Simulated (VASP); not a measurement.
Runs of VASP 6.6.1 on CdS. The structure is that of space group I-4m2 (No. 119), or close to it. The cells are those of the table. 

```tsv
cell	gap on the mesh (eV)	pressure (GPa)
a = 4.205, b = 4.205, c = 3.951 Å, angles 62.0, 62.0, 56.0°, 2 atoms	1.00	3.6
a = 4.129, b = 4.129, c = 3.786 Å, angles 62.7, 62.7, 54.6°, 2 atoms	1.08	(c)
a = 4.198, b = 4.198, c = 4.280 Å, angles 59.4, 59.4, 61.3°, 2 atoms	(b)	-1.0
a = 3.954, b = 3.954, c = 4.115 Å, angles 58.6, 58.6, 62.7°, 2 atoms	(a)	10.3
a = 4.129, b = 4.129, c = 4.445 Å, angles 57.4, 57.4, 65.1°, 2 atoms	0.74	-1.2
```

Alike in all rows: task single point; level PBE; potentials or basis VASP PAW PBE potentials, release 64 (Cd, S); no spin polarisation; k mesh 8 × 8 × 8; cutoff (eV) 520; smearing gaussian 0.05 eV.

Question: Fill in the values left out.

Answer: (a) 1.19; (b) 0.92; (c) 10.2.

A k mesh can miss the band edges, and the runs leave out spin-orbit coupling on Cd.
